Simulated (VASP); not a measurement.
Input of a VASP 6.6.1 run:

The input INCAR:

```
SYSTEM = Al
  PREC = Accurate
  ENCUT = 520
  EDIFF = 1E-6
  ISMEAR = -1
  SIGMA = 0.1
  LREAL = .False.
  LASPH = .True.
  NELM = 80
  ALGO = Normal
  ISIF = 2
  LWAVE = .False.
  LCHARG = .False.
  GGA = PE
  IVDW = 12
  NBANDS = 30
```

Contents of KPOINTS:

```
Automatic mesh
0
Gamma
  3 3 1
  0 0 0
```

Contents of POSCAR:

```
Al
1.0
    5.7275651202      0.0000002887      0.0000000000
    2.8637823101      4.9602170403      0.0000000000
    0.0000000000      0.0000000000     17.6765370000
Al
12
Direct
    0.1666666667      0.1666666667      0.0565722000
    0.6666666667      0.1666666667      0.0565722000
    0.1666666667      0.6666666667      0.0565722000
    0.6666666667      0.6666666667      0.0565722000
   -0.1666666667      0.3333333333      0.1888531000
    0.3333333333      0.3333333333      0.1888531000
   -0.1666666667      0.8333333333      0.1888531000
    0.3333333333      0.8333333333      0.1888531000
    0.0000000000      0.0000000000      0.3211340000
    0.5000000000      0.0000000000      0.3211340000
    0.0000000000      0.5000000000      0.3211340000
    0.5000000000      0.5000000000      0.3211340000
```

Potentials or basis: VASP PAW PBE potentials, release 64 (Al).

Launch:

```console
$ cat potpaw_PBE.64/Al/POTCAR > POTCAR
$ mpirun -np 1 vasp_std > vasp.out
```

(1) Predict the largest force.

(2) What does it give for the band gap on the k mesh?

(3) Predict the dispersion energy per atom.

Answers

(1) 0.005 eV/Å.

(2) zero (bands 18 and 19 overlap by 0.09 eV).

(3) -0.227 eV.

Caveat: the k points lie up to 0.42 Å⁻¹ apart; there is no dipole correction, which matters where the two faces differ.
